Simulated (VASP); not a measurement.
# Si16C (a cell with a defect) in VASP: further runs

Si16C (a cell with a defect) is run at these levels: PBE; tasks: single point.

Everything below comes from runs of VASP 6.6.1. Logs are shortened: lines on timing, memory, paths and dates and some standing lists are left out, and cuts for length are marked.

## Step 1: The cell of the first run

The cell holds a defect, 17 atoms: a = 7.679 Å, b = 7.679 Å, c = 7.679 Å, α = 60.00°, β = 60.00°, γ = 60.00°.

## Step 2: Single point, PBE, collinear spin, zero start

INCAR reads:

```
PREC = Accurate ; ENCUT = 520
EDIFF = 1E-7 ; ISMEAR = 0
SIGMA = 0.05 ; LREAL = Auto
LASPH = T ; NELM = 150
ALGO = Normal ; ISIF = 2
LWAVE = F ; LCHARG = F
ISPIN = 2 ; MAGMOM = 0 0 0 0 0 0 0 0 0 0 0 0 0 0 0 0 0
LORBIT = 11 ; GGA = PE
NBANDS = 52
```

KPOINTS reads:

```
Automatic mesh
0
Gamma
  1 1 1
```

POSCAR reads:

```
Si16C
1.0
    0.0000000000      5.4300000000      5.4300000000
    5.4300000000      0.0000000000      5.4300000000
    5.4300000000      5.4300000000      0.0000000000
Si C
16 1
Direct
    0.1481917127      0.1239200737     -0.0548454880
    0.2284085635      0.4001568140      0.1671965930
    0.1314883978      0.0941108656      0.3646548803
    0.0554986188      0.1190498158      0.7037100368
    0.0857720074      0.5075355433      0.4551686924
    0.0492976980      0.7988218232      0.0352709945
   -0.1754520258      0.4699111418      0.7566231123
    0.0952920810      0.8429082873      0.2869423573
    0.4191409761     -0.4391743094      0.3532242173
    0.6252260589      0.3968654696      0.1044846225
    0.4768751381     -0.0965267035      0.1824414365
    0.7134353591     -0.0715944751      0.2621863720
    0.3978845304      0.7802977901     -0.0075200737
    0.8610379374      0.1640127072      0.2735066298
    0.3855872928      0.1718480663      0.5191324125
    0.6397712707      0.8366839779      0.6338953959
    0.4913681400      0.2070637201      0.2205075506
```

Potentials or basis: VASP PAW PBE potentials, release 64 (Si, C).

Run with:

```
$ cat potpaw_PBE.64/Si/POTCAR potpaw_PBE.64/C/POTCAR > POTCAR
$ mpirun -np 1 vasp_gam > vasp.out
```

OUTCAR:

```text
PREC = Accurate
   ENCUT = 520
   EDIFF = 1E-7
   ISMEAR = 0
   LREAL = Auto
   LASPH = T
   NELM = 150
   ISIF = 2
   ISPIN = 2
   LORBIT = 11
   GGA = PE

 ion  position               nearest neighbor table
   1  0.148  0.124  0.945-   4 2.32  13 2.33  14 2.42   8 2.42   6 2.63  15 2.77   7 2.91   3 3.05
                            11 3.13
   2  0.228  0.400  0.167-  17 1.92   5 2.30   3 2.33   6 2.52  10 2.83  15 2.87
   3  0.131  0.094  0.365-  14 2.25   2 2.33  11 2.36   8 2.45   4 2.45   1 3.05  15 3.12
   4  0.055  0.119  0.704-   1 2.32  15 2.34   3 2.45   7 2.48   6 2.50   5 2.67
   5  0.086  0.508  0.455-   7 2.18   8 2.25   2 2.30   9 2.46  15 2.47   4 2.67   6 2.92
   6  0.049  0.799  0.035-  12 2.31   8 2.33  13 2.47   4 2.50   2 2.52   1 2.63   5 2.92
   7  0.825  0.470  0.757-   5 2.18  10 2.25  16 2.35   4 2.48   1 2.91
   8  0.095  0.843  0.287-  14 2.20   5 2.25   6 2.33  13 2.34   1 2.42   9 2.43   3 2.45  12 2.75
                            11 2.84
   9  0.419  0.561  0.353-  10 2.26   8 2.43  11 2.44  13 2.46   5 2.46  15 2.69
  10  0.625  0.397  0.104-  17 1.81  14 2.23   7 2.25   9 2.26  13 2.51   2 2.83  15 2.89  12 2.98
[... 4 lines left out ...]
  13  0.398  0.780  0.992-   1 2.33   8 2.34  16 2.39   9 2.46   6 2.47  11 2.50  10 2.51
  14  0.861  0.164  0.274-   8 2.20  10 2.23   3 2.25   1 2.42  12 2.62  16 3.08  15 3.15
  15  0.386  0.172  0.519-  17 1.93   4 2.34  16 2.37   5 2.47   9 2.69   1 2.77  12 2.78   2 2.87
                            10 2.89   3 3.12  14 3.15
  16  0.640  0.837  0.634-   7 2.35  15 2.37  13 2.39  12 2.40  14 3.08
  17  0.491  0.207  0.221-  10 1.81   2 1.92  15 1.93  12 1.95  11 2.55

  LATTYP: Found a face centered cubic cell.
 ALAT       =    10.8600000000

  Lattice vectors:

 A1 = (   0.0000000000,   5.4300000000,   5.4300000000)
 A2 = (   5.4300000000,   0.0000000000,   5.4300000000)
 A3 = (   5.4300000000,   5.4300000000,   0.0000000000)

Analysis of symmetry for initial positions (statically):
=====================================================================
 Subroutine PRICEL returns:
 Original cell was already a primitive cell.

 Routine SETGRP: Setting up the symmetry group for a
 face centered cubic supercell.

 Subroutine GETGRP returns: Found  1 space group operations
 (whereof  1 operations were pure point group operations)
 out of a pool of 48 trial point group operations.

The static configuration has the point symmetry C_1 .

Analysis of symmetry for dynamics (positions and initial velocities):
=====================================================================
 Subroutine PRICEL returns:
 Original cell was already a primitive cell.

 Routine SETGRP: Setting up the symmetry group for a
 face centered cubic supercell.

 Subroutine GETGRP returns: Found  1 space group operations
 (whereof  1 operations were pure point group operations)
 out of a pool of 48 trial point group operations.

The dynamic configuration has the point symmetry C_1 .

Analysis of structural, dynamic, and magnetic symmetry:
=====================================================================
 Subroutine PRICEL returns:
 Original cell was already a primitive cell.

 Routine SETGRP: Setting up the symmetry group for a
 face centered cubic supercell.

 Subroutine GETGRP returns: Found  1 space group operations
 (whereof  1 operations were pure point group operations)
 out of a pool of 48 trial point group operations.

The overall configuration has the point symmetry C_1 .

 Subroutine INISYM returns: Found  1 space group operations
 (whereof  1 operations are pure point group operations),
 and found     1 'primitive' translations

----------------------------------------------------------------------------------------

                                     Primitive cell

  volume of cell :     320.2060

  direct lattice vectors                    reciprocal lattice vectors
     0.000000000  5.430000000  5.430000000    -0.092081031  0.092081031  0.092081031
     5.430000000  0.000000000  5.430000000     0.092081031 -0.092081031  0.092081031
     5.430000000  5.430000000  0.000000000     0.092081031  0.092081031 -0.092081031

  length of vectors
     7.679179644  7.679179644  7.679179644     0.159489025  0.159489025  0.159489025

  position of ions in fractional coordinates (direct lattice)
[... 74 lines left out ...]
   NGXF,Y,Z  is equivalent  to a cutoff of  25.98, 25.98, 25.98 a.u.
 SYSTEM =  unknown system
   PREC   = accura    normal or accurate (medium, high low for compatibility)
   ISTART =      0    job   : 0-new  1-cont  2-samecut
   ICHARG =      2    charge: 1-file 2-atom 10-const
   ISPIN  =      2    spin polarized calculation?
   LNONCOLLINEAR =      F non collinear calculations
   LSORBIT =      F    spin-orbit coupling
   LASPH  =      T    aspherical Exc in radial PAW
   ENCUT  =  520.0 eV  38.22 Ry    6.18 a.u.  14.28 14.28 14.28*2*pi/ulx,y,z
   NELM   =    150;   NELMIN=  2; NELMDL= -5     # of ELM steps
   EDIFF  = 0.1E-06   stopping-criterion for ELM
   LREAL  =      T    real-space projection
   EDIFFG = 0.1E-05   stopping-criterion for IOM
   NSW    =      0    number of steps for IOM
   IBRION =     -1    ionic relax: 0-MD 1-quasi-New 2-CG
   NFREE  =      0    steps in history (QN), initial steepest desc. (CG)
   ISIF   =      2    stress and relaxation
   ISYM   =      2    0-nonsym 1-usesym 2-fastsym
   POTIM  = 0.5000    time-step for ionic-motion
   TEBEG  =    0.0;   TEEND  =   0.0 temperature during run
   PSTRESS=    0.0 pullay stress
   NELECT =      68.0000    total number of electrons
   NUPDOWN=      -1.0000    fix difference up-down
   EMIN   =  10.00;   EMAX   =-10.00  energy-range for DOS
   EFERMI =   0.00;   METHOD = LEGACY
   ISMEAR =     0;   SIGMA  =   0.05  broadening in eV -4-tet -1-fermi 0-gaus
   EFERMI_NEDOS =   21; number of points for ismear=-14 and -15
   IALGO  =     38    algorithm
   IMIX   =      4    mixing-type and parameters
     AMIX     =   0.40;   BMIX     =  1.00
     AMIX_MAG =   1.60;   BMIX_MAG =  1.00
  volume/ion in A,a.u.               =      18.84       127.11
  Fermi-wavevector in a.u.,A,eV,Ry     =   0.976715  1.845724 12.979587  0.953973
  Thomas-Fermi vector in A             =   2.107356
   LORBIT       =     11    0 simple, 1 ext, 2 COOP (PROOUT), +10 PAW based schemes
   GGA     = PE    functional components
   LHFCALC =     F    Hartree Fock is set to
   AEXX    =    0.0000 exact exchange contribution
   IVDW    =     0    specifies the selected vdW correction
   LEPSILON=     F    determine dielectric tensor
   LRPA    =     F    only Hartree local field effects (RPA)
 spin polarized calculation
 Gauss-broadening in eV      SIGMA  =   0.05
  energy-cutoff  :      520.00
  volume of cell :      320.21
 maximum number of plane-waves:      4305
 NGX is ok and might be reduce to    60
   NGX = 29   NGY = 29   NGZ = 29

 number of electron      68.0000000 magnetization       0.0000000

 number of electron      68.0000000 magnetization      -0.0000000

 Free energy of the ion-electron system (eV)
  ---------------------------------------------------
  ext. energy  EPLUGINS =         0.00000000
  ---------------------------------------------------
  free energy    TOTEN  =       -84.33488533 eV

  energy without entropy =      -84.33488533  energy(sigma->0) =      -84.33488533

 E-fermi :   5.9780     XC(G=0):  -9.2533

 val. band max:        5.7336953572   @ k =   0.0000   0.0000   0.0000
 cond. band min:       6.3649705881   @ k =   0.0000   0.0000   0.0000
 fundamental gap:      0.6312752309
 Fermi energy:         5.9779692717

 spin component 1

 k-point     1 :       0.0000    0.0000    0.0000
  band No.  band energies     occupation
      1      -8.6202      1.00000
      2      -6.8321      1.00000
      3      -5.0659      1.00000
      4      -4.9293      1.00000
      5      -4.4396      1.00000
      6      -3.9721      1.00000
[... 38 lines left out ...]
     45       8.7504      0.00000
     46       9.2982      0.00000
 Fermi energy:         5.9779692717

 spin component 2

 k-point     1 :       0.0000    0.0000    0.0000
  band No.  band energies     occupation
      1      -8.6202      1.00000
      2      -6.8321      1.00000
      3      -5.0659      1.00000
      4      -4.9293      1.00000
      5      -4.4396      1.00000
      6      -3.9721      1.00000
[... 38 lines left out ...]
     45       8.7504      0.00000
     46       9.2982      0.00000
 [bands above 46 left out]

------------------------ aborting loop because EDIFF is reached ----------------------------------------

  FORCE on cell =-STRESS in cart. coord.  units (eV):
  Direction    XX          YY          ZZ          XY          YZ          ZX
  --------------------------------------------------------------------------------------
  -------------------------------------------------------------------------------------
  Total       27.6103726     30.6058817     27.8628148     -8.6882486      4.2046060      0.6814717
  in kB      138.1507877    153.1390657    139.4139033    -43.4723719     21.0380947      3.4098001
  external PRESSURE =     143.5679189 kB  Pullay stress =       0.0000000 kB

 VOLUME and BASIS-vectors are now :
 -----------------------------------------------------------------------------
  energy-cutoff  :      520.00
  volume of cell :      320.21
      direct lattice vectors                 reciprocal lattice vectors
     0.000000000  5.430000000  5.430000000    -0.092081031  0.092081031  0.092081031
     5.430000000  0.000000000  5.430000000     0.092081031 -0.092081031  0.092081031
     5.430000000  5.430000000  0.000000000     0.092081031  0.092081031 -0.092081031

 POSITION                                       TOTAL-FORCE (eV/Angst)
 -----------------------------------------------------------------------------------
      5.80508      5.93687      1.47757        -0.107749     -0.295095     -0.040115
      3.08073      2.14814      3.41311        -0.307422     -0.199120     -0.344630
      2.49110      2.69406      1.22500         0.346542     -0.172064      0.153865
      4.46759      4.12250      0.94780         0.224949     -0.021589     -0.144534
      5.22748      2.93731      3.22166        -0.188259     -0.226542      0.143820
      4.52912      0.45921      4.60529        -0.069919      0.023493     -0.025954
[... 9 lines left out ...]
      7.98525      6.91601      8.01715        -0.012144     -0.197312     -0.254590
      2.32171      3.86548      3.79249        -0.060983      0.411150     -0.117900
 -----------------------------------------------------------------------------------
    total drift:                                0.007684      0.003470     -0.004750

  FREE ENERGIE OF THE ION-ELECTRON SYSTEM (eV)
  ---------------------------------------------------
  free  energy   TOTEN  =       -84.3348853323 eV

  energy  without entropy=      -84.3348853323  energy(sigma->0) =      -84.33488533

 total charge

# of ion       s       p       d       tot
------------------------------------------
    1        0.837   0.810   0.000   1.648
    2        0.814   0.845   0.000   1.659
    3        0.805   0.897   0.000   1.702
    4        0.798   0.875   0.000   1.673
    5        0.833   0.937   0.000   1.770
    6        0.805   0.841   0.000   1.646
[... 9 lines left out ...]
   16        0.857   0.830   0.000   1.687
   17        0.913   1.597   0.000   2.510
--------------------------------------------------
tot         13.966  15.669   0.000  29.635

 magnetization (x)

# of ion       s       p       d       tot
------------------------------------------
    1       -0.000  -0.000   0.000  -0.000
    2        0.000   0.000   0.000   0.000
    3       -0.000  -0.000   0.000  -0.000
    4        0.000  -0.000   0.000  -0.000
    5       -0.000  -0.000   0.000  -0.000
    6        0.000   0.000   0.000   0.000
[... 9 lines left out ...]
   16       -0.000  -0.000   0.000  -0.000
   17        0.000  -0.000   0.000   0.000
--------------------------------------------------
tot          0.000  -0.000   0.000   0.000
```

Wall time 4.3 min (1 thread of Intel Xeon 8259CL, shared host); peak memory 0.6 GiB.

What came out:

| Quantity | Value |
| --- | --- |
| Free energy | -84.3349 eV |
| Pressure | 14.4 GPa |
| Largest force | 1.453 eV/Å |
| Net moment | 0.00 μB per cell |
| Valence electrons inside the program's atomic spheres | Si 1.65, 1.66, 1.70, 1.67, 1.77, 1.72, 1.80, 1.64, 1.79, 1.68, 1.76, 1.69 (each value once); C 2.51 |

Forces in eV/Å, atoms in the order of the input:
```
Si  -0.108 -0.295 -0.040
Si  -0.307 -0.199 -0.345
Si   0.347 -0.172  0.154
Si   0.225 -0.022 -0.145
Si  -0.188 -0.227  0.144
Si  -0.070  0.023 -0.026
Si  -0.261 -0.510 -0.315
Si  -1.047  0.719 -0.705
Si   0.197 -0.035  0.908
Si   0.202  0.099 -0.043
Si   0.276  0.380 -0.298
Si   0.301 -0.185 -0.076
Si  -0.314 -0.091  0.273
Si   0.887 -0.231  0.540
Si  -0.066  0.532  0.346
Si  -0.012 -0.197 -0.255
C   -0.061  0.411 -0.118
```

Caveat: the k points lie up to 1.00 Å⁻¹ apart, too coarse for converged energies, forces and pressures.

## Step 3: Single point, PBE, collinear spin, zero start

Edit INCAR of step 2 so:

```diff
@@ -1,3 +1,3 @@
 PREC = Accurate ; ENCUT = 520
-EDIFF = 1E-7 ; ISMEAR = 0
+EDIFF = 1E-6 ; ISMEAR = 0
 SIGMA = 0.05 ; LREAL = Auto
```

KPOINTS reads:

```
regular mesh
0
Gamma
  1 1 1
```

POSCAR reads:

```
Si16C
1.0
    0.0000000000      5.4300000000      5.4300000000
    5.4300000000      0.0000000000      5.4300000000
    5.4300000000      5.4300000000      0.0000000000
Si C
16 1
Direct
   -0.0008582873      0.0001586556      0.0170485267
    0.1488307551      0.1275578269      0.1136500921
    0.0413295580     -0.0236470534      0.4874004604
    0.0683429098      0.1429624309      0.6510826888
    0.0093324125      0.5021939227     -0.0076957643
    0.1315217311      0.6275209945      0.1194174954
   -0.0241701657      0.5164637201      0.4936802947
    0.1338722836      0.6073789134      0.6193013812
    0.5226717311      0.0236192449     -0.0027306630
    0.6350000921      0.1676621547      0.1479916206
    0.4308272560     -0.0037836096      0.5576622468
    0.6790081952      0.1144221915      0.6143610497
    0.5046502762      0.5352362799     -0.0370127072
    0.6369497238      0.6520615101      0.0908220994
    0.4997758748      0.4687677716      0.4520791897
    0.5999057090      0.6367788214      0.5923604052
    0.5515170350      0.2068431860      0.4087726519
```

Potentials or basis: VASP PAW PBE potentials, release 64 (Si, C).

Run with:

```
$ cat potpaw_PBE.64/Si/POTCAR potpaw_PBE.64/C/POTCAR > POTCAR
$ mpirun -np 1 vasp_gam > vasp.out
```

Wall time 4.3 min (1 thread of Intel Xeon 8259CL, shared host); peak memory 0.6 GiB.

Results (log left out):

| Quantity | Value |
| --- | --- |
| Free energy | -76.6146 eV |
| Pressure | 6.6 GPa |
| Largest force | 1.277 eV/Å |
| Net moment | 0.00 μB per cell |
| Valence electrons inside the program's atomic spheres | Si 1.70, 1.72, 1.73, 1.71, 1.66, 1.67, 1.65 (each value once); C 2.45 |

Forces on the atoms (eV/Å):
```
Si  -0.101  0.189 -0.058
Si   0.269 -0.063 -0.322
Si  -0.049 -0.110 -0.208
Si   0.189 -0.368  0.066
Si  -0.040  0.013 -0.176
Si   0.055  0.015  0.423
Si  -0.805 -0.027 -0.378
Si   0.186  0.255  0.170
Si  -0.282 -0.647 -0.135
Si   0.289  0.320  0.956
Si   0.595  0.052 -0.952
Si   0.005 -0.312  1.015
Si   0.273  0.401 -0.678
Si  -0.353  0.445 -0.171
Si  -0.827 -0.187 -0.444
Si   0.769 -0.798  0.635
C   -0.174  0.823  0.258
```

Stress tensor (GPa, compression positive):
```
 5.77 -3.11 -1.34
-3.11  5.60  0.64
-1.34  0.64  8.33
```

Levels at points of the mesh, in eV from the Fermi level:
Spin up:
```tsv
k point	band 32	band 33	band 34	band 35	band 36	band 37
(0.00, 0.00, 0.00)	-0.54	-0.51	-0.10	0.10	0.26	0.55
```
Spin down:
```
           k point  band 31  band 32  band 33  band 34  band 35  band 36  band 37  band 38
(0.00, 0.00, 0.00)    -0.92    -0.54    -0.51    -0.10     0.10     0.26     0.55     0.67
```

Caveat: the k points lie up to 1.00 Å⁻¹ apart, too coarse for converged energies, forces and pressures.

(Part 1 of 3 ends here.)
